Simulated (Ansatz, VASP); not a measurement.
# One calculation of Fe, two programs

```
CELL_PARAMETERS angstrom
-1.37485 1.37485 1.37485
1.37485 -1.37485 1.37485
1.37485 1.37485 -1.37485
ATOMIC_POSITIONS crystal
Fe 0.00000 0.00000 0.00000
```

Alike in both runs: task single point; functional LDA; k mesh 22 × 22 × 22; occupations gaussian, width 0.05 eV; no spin polarisation.

|  | VASP | Ansatz |
| --- | --- | --- |
| version | VASP 6.6.1 | Ansatz 0.2.0 |
| potentials or method | VASP PAW LDA potentials, release 64 (Fe), cutoff 520 eV | scalar-relativistic, plane waves, PAW |
| valence electrons in the cell | 8 | 16 |

VASP gave:

```
gap on the k mesh at the Fermi level (eV) : none
pressure (GPa)                            : -16.8
```

Task: Estimate Ansatz's values.

Result: gap on the k mesh at the Fermi level (eV): none; pressure (GPa): -16.7.

LDA's correlation is that of Perdew and Zunger in VASP and of Perdew and Wang (1992) in Ansatz. A gap of «none» marks a metal or a gap that the smearing closes. VASP's potentials hold 8 valence electrons a cell and Ansatz's 16, so a difference there can come from the potentials and not from the codes.
